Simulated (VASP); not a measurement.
A run of VASP 6.6.1 is set up as follows.

File INCAR:

```
SYSTEM = C
PREC = Accurate
ENCUT = 600
EDIFF = 1E-6
ISMEAR = -1
SIGMA = 0.0272
LREAL = .False.
LASPH = .True.
NELM = 120
ALGO = Normal
ISIF = 2
LWAVE = .False.
LCHARG = .False.
GGA = PS
NBANDS = 11
GGA_COMPAT = .False.
```

File KPOINTS:

```
Automatic mesh
0
Gamma
  10 10 10
  0 0 0
```

Contents of POSCAR:

```
C
1.0
    0.0000000000      1.7863159877      1.7863159877
    1.7863159877      0.0000000000      1.7863159877
    1.7863159877      1.7863159877      0.0000000000
C
2
Direct
    0.8750000000      0.8750000000      0.8750000000
    0.1250000000      0.1250000000      0.1250000000
```

Potentials or basis: VASP PAW PBE potentials, release 64 (C).

The run is started by

```sh
$ cat potpaw_PBE.64/C/POTCAR > POTCAR
$ mpirun -np 1 vasp_std > vasp.out
```

Q: Estimate the pressure.

A: -6.5 GPa.

Q: Estimate the band gap on the k mesh.

A: 4.03 eV, indirect (least direct gap 5.53 eV).

Caveat: the PAW data sets were made with another functional, which shifts forces and pressure a little. A k mesh can miss the band edges.
